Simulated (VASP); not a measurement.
A run of VASP 6.6.1 is set up as follows.

File INCAR:

```
ALGO = Normal ; EDIFF = 1E-8
ENCUT = 520 ; ISIF = 2
ISMEAR = -1 ; LASPH = T
LCHARG = F ; LEFG = T
LREAL = F ; LWAVE = F
NBANDS = 14 ; NELM = 60
PREC = Accurate ; SIGMA = 0.05
```

Contents of KPOINTS:

```
k-points
0
Gamma
  11 11 11
```

The input POSCAR:

```
AlAu
1.0
    3.2239420000      0.0000000000      0.0000000000
    0.0000000000      3.2239420000      0.0000000000
    0.0000000000      0.0000000000      3.2239420000
Al Au
1 1
Direct
    0.0000000000      0.0000000000      0.0000000000
    0.5000000000      0.5000000000      0.5000000000
```

Potentials or basis: VASP PAW LDA potentials, release 64 (Al, Au).

The run is started by

```console
$ cat potpaw_LDA.64/Al/POTCAR potpaw_LDA.64/Au/POTCAR > POTCAR
$ mpirun -np 1 vasp_std > vasp.out
```

Estimate the band gap on the k mesh.

zero (band 7 reaches 12.17 eV, above the bottom of band 8 at 8.43 eV).

What does it give for the pressure?

-7.5 GPa.

Caveat: without QUAD_EFG the Cq values of the log hold for a quadrupole moment of 1 mb, not for the nuclei; spin-orbit coupling is left out, which moves the levels of the heavy elements.
